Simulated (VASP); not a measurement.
# Pt: single point with LDA

The system is Pt.

```
CELL_PARAMETERS angstrom
0.00000 1.90718 1.90718
1.90718 0.00000 1.90718
1.90718 1.90718 0.00000
ATOMIC_POSITIONS crystal
Pt 0.00000 0.00000 0.00000
```

This cell differs from its parent crystal: volume scaled by 0.94.

```yaml
Program: VASP 6.6.1
Task: single point
Functional: LDA
Potentials_or_basis: VASP PAW LDA potentials, release 64 (Pt)
Cutoff: 520 eV
k_mesh: 17 × 17 × 17
Occupations: fermi-dirac, width 0.05 eV
Spin: no spin polarisation
Dipole_correction: no
Further_INCAR_settings: ALGO = Normal; EDIFF = 1e-06; NBANDS = 11
```

The pressure is 23.4 GPa and the band gap on the k mesh is zero (band 5 reaches 13.39 eV, above the bottom of band 6 at 10.86 eV).

Levels at points of the mesh, in eV from the Fermi level:
| k point | band 1 | band 2 | band 3 | band 4 | band 5 | band 6 | band 7 | band 8 | band 9 | band 10 |
| --- | --- | --- | --- | --- | --- | --- | --- | --- | --- | --- |
| (0.00, 0.00, 0.00) | -11.22 | -4.37 | -4.37 | -4.37 | -1.86 | -1.86 | 14.33 | 19.73 | 19.73 | 19.73 |

Run time: 34 s on 1 thread of Intel Xeon 8259CL, on a shared host, peak memory 0.14 GiB.

Caveat: spin-orbit coupling is left out, which moves the levels of the heavy elements.
